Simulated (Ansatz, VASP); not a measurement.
# Two plane-wave programs on Al2Cu

```xyz
3
Lattice="-1.9579 1.9579 2.8351 1.9579 -1.9579 2.8351 1.9579 1.9579 -2.8351" Properties=species:S:1:pos:R:3 pbc="T T T"
Al    0.0000    1.9579    1.4176
Al    1.9579    0.0000    1.4176
Cu    0.0000    0.0000    2.8351
```

Alike in both runs: task single point; functional LDA; k mesh 14 × 14 × 14; occupations gaussian, width 0.15 eV; no spin polarisation.

|  | VASP | Ansatz |
| --- | --- | --- |
| version | VASP 6.6.1 | Ansatz 0.2.0 |
| potentials or method | VASP PAW LDA potentials, release 64 (Al, Cu), cutoff 520 eV | scalar-relativistic, plane waves, PAW |
| valence electrons in the cell | 17 | 25 |

```csv
,VASP,Ansatz,Ansatz less VASP
gap on the k mesh at the Fermi level (eV),none,none,-
pressure (GPa),6.1,5.9,-0.19
"traceless stress, the component that is largest in VASP (GPa)",-1.81,-1.81,-0.003
```

Ansatz warns that its potentials were made for another functional, while VASP's fit it. LDA's correlation is that of Perdew and Zunger in VASP and of Perdew and Wang (1992) in Ansatz. A gap of «none» marks a metal or a gap that the smearing closes. VASP's potentials hold 17 valence electrons a cell and Ansatz's 25, so a difference there can come from the potentials and not from the codes.
